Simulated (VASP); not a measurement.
Crystal: Li3Au.

```xyz
4
Lattice="4.4562 0.0000 0.0000 2.2281 3.8592 0.0000 2.2281 1.2864 3.6385" Properties=species:S:1:pos:R:3 pbc="T T T"
Li    2.2281    1.2864    0.9096
Li    6.6843    3.8592    2.7288
Li    4.4562    2.5728    1.8192
Au    0.0000    0.0000    0.0000
```

* Program: VASP 6.6.1
* Task: relaxation of cell and atoms
* Functional: PBEsol
* Dispersion: D3(BJ)
* Potentials or basis: VASP PAW PBE potentials, release 64 (Li_sv, Au)
* Cutoff: 600 eV
* k mesh: 6 × 6 × 6
* Occupations: methfessel-paxton, width 0.1 eV
* Spin: no spin polarisation

At the start: pressure -4.5 GPa; volume 15.64 Å³/atom.

Problem. How do energy, volume and symmetry change on relaxing?

Solution. Over 3 steps the energy falls by 29.7 meV/atom and the volume is 13.84 Å³/atom (-11.5 %); space group Fm-3m (No. 225, to 0.1 Å) before and after.

The path:
| step | energy change (eV) | largest force (eV/Å) | pressure (GPa) | volume (Å³) |
| --- | --- | --- | --- | --- |
| 1 | 0.0000 | 0.0000 | -4.46 | 62.57 |
| 2 | -0.0867 | 0.0000 | -2.62 | 58.71 |
| 3 | -0.1186 | 0.0000 | -0.34 | 55.38 |

Final structure:
```
CELL_PARAMETERS angstrom
4.27835 0.00000 0.00000
2.13917 3.70516 0.00000
2.13917 1.23505 3.49326
ATOMIC_POSITIONS crystal
Li 0.25000 0.25000 0.25000
Li 0.75000 0.75000 0.75000
Li 0.50000 0.50000 0.50000
Au 0.00000 0.00000 0.00000
```

Caveat: the cutoff is under 1.25 times the usual one of these potentials, so pressure, stress and relaxed cells hold a basis-set (Pulay) error; the PAW data sets were made with another functional, which shifts forces and pressure a little.
